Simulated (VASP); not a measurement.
# BaTlH3 (Pm-3m) in VASP: single point with PBE

Aim: the single point of BaTlH3 with PBE.

All numbers are computed with VASP 6.6.1; they aren't measurements. Logs are shortened: lines on timing, memory, paths and dates and some standing lists are left out, and cuts for length are marked.

## 1. The cell of the first run

Symmetry: Pm-3m, No. 221, cubic system. The conventional cell has a = 4.644 Å, b = 4.644 Å, c = 4.644 Å, α = 90.00°, β = 90.00°, γ = 90.00°. Within 3.1 Å of Ba (site symmetry m-3m) lie 6 H at 2.32 Å. Within 4.3 Å of Tl (site symmetry m-3m) lie 12 H at 3.28 Å and 8 Ba at 4.02 Å. Within 3.1 Å of H (site symmetry 4/mmm) lie 2 Ba at 2.32 Å.

## 2. Single point, PBE

Contents of INCAR:

```
ALGO = Normal ; EDIFF = 1E-7
ENCUT = 520 ; GGA = PE
ISIF = 2 ; ISMEAR = 0
LASPH = True ; LCHARG = False
LREAL = False ; LWAVE = False
NBANDS = 21 ; NELM = 100
PREC = Accurate ; SIGMA = 0.1
```

Contents of KPOINTS:

```
k-points
0
Gamma
  4 4 4
```

Contents of POSCAR:

```
BaTlH3
1.0
    4.6441360100      0.0000000000      0.0000000000
    0.0000000000      4.6441360100      0.0000000000
    0.0000000000      0.0000000000      4.6441360100
Ba Tl H
1 1 3
Direct
    0.5000000000      0.5000000000      0.5000000000
    0.0000000000      0.0000000000      0.0000000000
    0.0000000000      0.5000000000      0.5000000000
    0.5000000000      0.0000000000      0.5000000000
    0.5000000000      0.5000000000      0.0000000000
```

Potentials or basis: VASP PAW PBE potentials, release 64 (Ba_sv, Tl_d, H).

Started as:

```bash
> cat potpaw_PBE.64/Ba_sv/POTCAR potpaw_PBE.64/Tl_d/POTCAR potpaw_PBE.64/H/POTCAR > POTCAR
> mpirun -np 1 vasp_std > vasp.out
```

OUTCAR:

```text
EDIFF = 1E-7
   ENCUT = 520
   GGA = PE
   ISIF = 2
   ISMEAR = 0
   LASPH = True
   LREAL = False
   NELM = 100
   PREC = Accurate

 ion  position               nearest neighbor table
   1  0.500  0.500  0.500-   3 2.32   4 2.32   5 2.32   5 2.32   4 2.32   3 2.32   2 4.02   2 4.02
                             2 4.02   2 4.02   2 4.02   2 4.02   2 4.02   2 4.02
   2  0.000  0.000  0.000-   1 4.02   1 4.02   1 4.02   1 4.02   1 4.02   1 4.02   1 4.02   1 4.02

   3  0.000  0.500  0.500-   1 2.32   1 2.32
   4  0.500  0.000  0.500-   1 2.32   1 2.32
   5  0.500  0.500  0.000-   1 2.32   1 2.32

  LATTYP: Found a simple cubic cell.
 ALAT       =     4.6441360100

  Lattice vectors:

 A1 = (   4.6441360100,   0.0000000000,   0.0000000000)
 A2 = (   0.0000000000,   4.6441360100,   0.0000000000)
 A3 = (   0.0000000000,   0.0000000000,   4.6441360100)

Analysis of symmetry for initial positions (statically):
=====================================================================
 Subroutine PRICEL returns:
 Original cell was already a primitive cell.

 Routine SETGRP: Setting up the symmetry group for a
 simple cubic supercell.

 Subroutine GETGRP returns: Found 48 space group operations
 (whereof 48 operations were pure point group operations)
 out of a pool of 48 trial point group operations.

The static configuration has the point symmetry O_h .

Analysis of symmetry for dynamics (positions and initial velocities):
=====================================================================
 Subroutine PRICEL returns:
 Original cell was already a primitive cell.

 Routine SETGRP: Setting up the symmetry group for a
 simple cubic supercell.

 Subroutine GETGRP returns: Found 48 space group operations
 (whereof 48 operations were pure point group operations)
 out of a pool of 48 trial point group operations.

The dynamic configuration has the point symmetry O_h .

 Subroutine INISYM returns: Found 48 space group operations
 (whereof 48 operations are pure point group operations),
 and found     1 'primitive' translations

----------------------------------------------------------------------------------------

                                     Primitive cell

  volume of cell :     100.1647

  direct lattice vectors                    reciprocal lattice vectors
     4.644136010  0.000000000  0.000000000     0.215325304  0.000000000  0.000000000
     0.000000000  4.644136010  0.000000000     0.000000000  0.215325304  0.000000000
     0.000000000  0.000000000  4.644136010     0.000000000  0.000000000  0.215325304

  length of vectors
     4.644136010  4.644136010  4.644136010     0.215325304  0.215325304  0.215325304

  position of ions in fractional coordinates (direct lattice)
     0.500000000  0.500000000  0.500000000
     0.000000000  0.000000000  0.000000000
     0.000000000  0.500000000  0.500000000
     0.500000000  0.000000000  0.500000000
     0.500000000  0.500000000  0.000000000

  ion indices of the primitive-cell ions
   primitive index   ion index
                 1           1
                 2           2
                 3           3
                 4           4
                 5           5

----------------------------------------------------------------------------------------

 KPOINTS: k-points

Automatic generation of k-mesh.
 Grid dimensions read from file:
 generate k-points for:    4    4    4

 Generating k-lattice:

  Cartesian coordinates                     Fractional coordinates (reciprocal lattice)
     0.053831326  0.000000000  0.000000000     0.250000000  0.000000000  0.000000000
     0.000000000  0.053831326  0.000000000     0.000000000  0.250000000  0.000000000
     0.000000000  0.000000000  0.053831326     0.000000000  0.000000000  0.250000000

  Length of vectors
     0.053831326  0.053831326  0.053831326

  Shift w.r.t. Gamma in fractional coordinates (k-lattice)
     0.000000000  0.000000000  0.000000000

 Subroutine IBZKPT returns following result:
 ===========================================

 Found     10 irreducible k-points:

 Following reciprocal coordinates:
            Coordinates               Weight
  0.000000  0.000000  0.000000      1.000000
  0.250000  0.000000  0.000000      6.000000
  0.500000  0.000000  0.000000      3.000000
  0.250000  0.250000  0.000000     12.000000
  0.500000  0.250000  0.000000     12.000000
  0.500000  0.500000  0.000000      3.000000
  0.250000  0.250000  0.250000      8.000000
  0.500000  0.250000  0.250000     12.000000
  0.500000  0.500000  0.250000      6.000000
  0.500000  0.500000  0.500000      1.000000
   k-points           NKPTS =     10   k-points in BZ     NKDIM =     10   number of bands    NBANDS=     21
   number of dos      NEDOS =    301   number of ions     NIONS =      5
   total plane-waves  NPLWV =  46656
   dimension x,y,z NGX =    36 NGY =   36 NGZ =   36
   dimension x,y,z NGXF=    72 NGYF=   72 NGZF=   72
   ions per type =               1   1   3
   NGX,Y,Z   is equivalent  to a cutoff of  12.89, 12.89, 12.89 a.u.
   NGXF,Y,Z  is equivalent  to a cutoff of  25.77, 25.77, 25.77 a.u.
 SYSTEM =  unknown system
   PREC   = accura    normal or accurate (medium, high low for compatibility)
   ISTART =      0    job   : 0-new  1-cont  2-samecut
   ICHARG =      2    charge: 1-file 2-atom 10-const
   ISPIN  =      1    spin polarized calculation?
   LNONCOLLINEAR =      F non collinear calculations
   LSORBIT =      F    spin-orbit coupling
   LASPH  =      T    aspherical Exc in radial PAW
   ENCUT  =  520.0 eV  38.22 Ry    6.18 a.u.   8.64  8.64  8.64*2*pi/ulx,y,z
   NELM   =    100;   NELMIN=  2; NELMDL= -5     # of ELM steps
   EDIFF  = 0.1E-06   stopping-criterion for ELM
   LREAL  =      F    real-space projection
   EDIFFG = 0.1E-05   stopping-criterion for IOM
   NSW    =      0    number of steps for IOM
   IBRION =     -1    ionic relax: 0-MD 1-quasi-New 2-CG
   NFREE  =      0    steps in history (QN), initial steepest desc. (CG)
   ISIF   =      2    stress and relaxation
   ISYM   =      2    0-nonsym 1-usesym 2-fastsym
   POTIM  = 0.5000    time-step for ionic-motion
   TEBEG  =    0.0;   TEEND  =   0.0 temperature during run
   PSTRESS=    0.0 pullay stress
   NELECT =      26.0000    total number of electrons
   NUPDOWN=      -1.0000    fix difference up-down
   EMIN   =  10.00;   EMAX   =-10.00  energy-range for DOS
   EFERMI =   0.00;   METHOD = LEGACY
   ISMEAR =     0;   SIGMA  =   0.10  broadening in eV -4-tet -1-fermi 0-gaus
   EFERMI_NEDOS =   21; number of points for ismear=-14 and -15
   IALGO  =     38    algorithm
   IMIX   =      4    mixing-type and parameters
     AMIX     =   0.40;   BMIX     =  1.00
     AMIX_MAG =   1.60;   BMIX_MAG =  1.00
  volume/ion in A,a.u.               =      20.03       135.19
  Fermi-wavevector in a.u.,A,eV,Ry     =   1.044306  1.973452 14.838168  1.090575
  Thomas-Fermi vector in A             =   2.179053
   LORBIT       =      0    0 simple, 1 ext, 2 COOP (PROOUT), +10 PAW based schemes
   GGA     = PE    functional components
   LHFCALC =     F    Hartree Fock is set to
   AEXX    =    0.0000 exact exchange contribution
   IVDW    =     0    specifies the selected vdW correction
   LEPSILON=     F    determine dielectric tensor
   LRPA    =     F    only Hartree local field effects (RPA)
 non-spin polarized calculation
 Gauss-broadening in eV      SIGMA  =   0.10
  energy-cutoff  :      520.00
  volume of cell :      100.16
 maximum number of plane-waves:      2730
 NGX is ok and might be reduce to    36
   NGX = 17   NGY = 17   NGZ = 17

 number of electron      25.9999999 magnetization

 Free energy of the ion-electron system (eV)
  ---------------------------------------------------
  ext. energy  EPLUGINS =         0.00000000
  ---------------------------------------------------
  free energy    TOTEN  =       -13.24638410 eV

  energy without entropy =      -13.24591993  energy(sigma->0) =      -13.24615202

 E-fermi :   1.6581     XC(G=0):  -8.3787

 val. band max:        1.4825362748   @ k =   0.5000   0.5000   0.5000
 cond. band min:       1.8155086596   @ k =   0.5000   0.0000   0.0000
 fundamental gap:      0.3329723848
 Fermi energy:         1.6581098555

 k-point     1 :       0.0000    0.0000    0.0000
  band No.  band energies     occupation
      1     -24.4070      2.00000
      2      -9.8347      2.00000
      3      -9.8347      2.00000
      4      -9.8052      2.00000
      5      -9.8052      2.00000
      6      -9.8052      2.00000
[... 13 lines left out ...]
     20      10.0527      0.00000
     21      10.0527      0.00000

 k-point     2 :       0.2500    0.0000    0.0000
  band No.  band energies     occupation
      1     -24.3984      2.00000
      2      -9.9984      2.00000
      3      -9.8791      2.00000
      4      -9.8791      2.00000
      5      -9.8323      2.00000
      6      -9.8045      2.00000
[... 13 lines left out ...]
     20       8.3744      0.00000
     21      10.3078      0.00000

 k-point     3 :       0.5000    0.0000    0.0000
  band No.  band energies     occupation
      1     -24.3897      2.00000
      2     -10.2306      2.00000
      3      -9.9218      2.00000
      4      -9.9218      2.00000
      5      -9.8298      2.00000
      6      -9.8037      2.00000
[... 13 lines left out ...]
     20       8.7490      0.00000
     21       8.7490      0.00000
[... 121 lines left out ...]
 k-point     9 :       0.5000    0.5000    0.2500
  band No.  band energies     occupation
      1     -24.3647      2.00000
      2     -10.2049      2.00000
      3     -10.2049      2.00000
      4     -10.0469      2.00000
      5      -9.7939      2.00000
      6      -9.7754      2.00000
[... 13 lines left out ...]
     20       8.1936      0.00000
     21       8.3176      0.00000

 k-point    10 :       0.5000    0.5000    0.5000
  band No.  band energies     occupation
      1     -24.3563      2.00000
      2     -10.2508      2.00000
      3     -10.2508      2.00000
      4     -10.2508      2.00000
      5      -9.7749      2.00000
      6      -9.7749      2.00000
[... 13 lines left out ...]
     20       9.4590      0.00000
     21       9.4590      0.00000

------------------------ aborting loop because EDIFF is reached ----------------------------------------

  FORCE on cell =-STRESS in cart. coord.  units (eV):
  Direction    XX          YY          ZZ          XY          YZ          ZX
  --------------------------------------------------------------------------------------
  -------------------------------------------------------------------------------------
  Total        3.8876751      3.8876751      3.8876751      0.0000000      0.0000000     -0.0000000
  in kB       62.1850159     62.1850159     62.1850159      0.0000000      0.0000000     -0.0000000
  external PRESSURE =      62.1850159 kB  Pullay stress =       0.0000000 kB

 VOLUME and BASIS-vectors are now :
 -----------------------------------------------------------------------------
  energy-cutoff  :      520.00
  volume of cell :      100.16
      direct lattice vectors                 reciprocal lattice vectors
     4.644136010  0.000000000  0.000000000     0.215325304  0.000000000  0.000000000
     0.000000000  4.644136010  0.000000000     0.000000000  0.215325304  0.000000000
     0.000000000  0.000000000  4.644136010     0.000000000  0.000000000  0.215325304

 POSITION                                       TOTAL-FORCE (eV/Angst)
 -----------------------------------------------------------------------------------
      2.32207      2.32207      2.32207         0.000000      0.000000      0.000000
      0.00000      0.00000      0.00000         0.000000      0.000000      0.000000
      0.00000      2.32207      2.32207         0.000000      0.000000      0.000000
      2.32207      0.00000      2.32207         0.000000      0.000000      0.000000
      2.32207      2.32207      0.00000         0.000000      0.000000      0.000000
 -----------------------------------------------------------------------------------
    total drift:                                0.000000      0.000000      0.000000

  FREE ENERGIE OF THE ION-ELECTRON SYSTEM (eV)
  ---------------------------------------------------
  free  energy   TOTEN  =       -13.2463840995 eV

  energy  without entropy=      -13.2459199329  energy(sigma->0) =      -13.24615202
```

Wall time 13 s (1 thread of Intel Xeon 6975P-C (Granite Rapids), shared host); peak memory 0.21 GiB.

Results:

| Quantity | Value |
| --- | --- |
| Free energy | -13.2464 eV |
| Pressure | 6.2 GPa |
| Band gap on the k mesh | zero (band 13 reaches 1.82 eV, above the bottom of band 14 at 1.48 eV) |

Caveat: spin-orbit coupling is left out, which moves the levels of the heavy elements.
